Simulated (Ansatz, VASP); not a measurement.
Two plane-wave programs on Ca

File POSCAR:

```
Ca
1.0
    0.0000000000      2.7103740000      2.8780260000
    2.7103740000      0.0000000000      2.8780260000
    2.7103740000      2.7103740000      0.0000000000
Ca
1
Direct
    0.0000000000      0.0000000000      0.0000000000
```

Contents of INCAR.step1:

```
SYSTEM = Ca
PREC = Accurate
ENCUT = 520
ISMEAR = 0
SIGMA = 0.15
LREAL = .False.
LASPH = .True.
NELM = 100
NBANDS = 11
GGA = PE
ALGO = Normal
EDIFF = 1E-4
LWAVE = .True.
LCHARG = .False.
```

File INCAR.step2:

```
SYSTEM = Ca
PREC = Accurate
ENCUT = 520
EDIFF = 1E-6
ISMEAR = 0
SIGMA = 0.15
LREAL = .False.
LASPH = .True.
NELM = 100
ALGO = Normal
ISIF = 2
LWAVE = .False.
LCHARG = .True.
METAGGA = R2SCAN
LMIXTAU = .True.
LELF = .True.
LVHAR = .True.
NBANDS = 11
ISTART = 1
```

KPOINTS

```
Automatic mesh
0
Gamma
  14 14 14
  0 0 0
```

Input for Ansatz:

```yaml
crystal:
  lattice:
    - [0.0, 2.710374, 2.878026]
    - [2.710374, 0.0, 2.878026]
    - [2.710374, 2.710374, 0.0]
  atoms:
    - { symbol: Ca, position: [0.0, 0.0, 0.0] }
basis:
  ecutwfc: 500
kpoints:
  mp_grid: { grid: [14, 14, 14] }
hamiltonian:
  xc: r2scan
scf:
  occupations: { method: gaussian, width: 0.15 }
output:
  forces: true
  stress: true
  eigenvalues: true
```

Change from the starting cell: strain -0.030 along x and y, +0.030 along z, atoms carried along.

Alike in both runs: task single point; functional r2SCAN; k mesh 14 × 14 × 14; occupations gaussian, width 0.15 eV; no spin polarisation.

|  | VASP | Ansatz |
| --- | --- | --- |
| version | VASP 6.6.1 | Ansatz 0.2.0 |
| potentials or method | VASP PAW PBE potentials, release 64 (Ca_sv), cutoff 520 eV | scalar-relativistic, plane waves, PAW |
| valence electrons in the cell | 10 | 10 |

|  | VASP | Ansatz | Ansatz less VASP |
| --- | --- | --- | --- |
| gap on the k mesh at the Fermi level (eV) | none | none | - |
| pressure (GPa) | 0.4 | 0.4 | -0.06 |
| traceless stress, the component that is largest in VASP (GPa) | -0.41 | -0.41 | 0.000 |

VASP's potentials were made for PBE, not for r2SCAN. A gap of «none» marks a metal or a gap that the smearing closes.
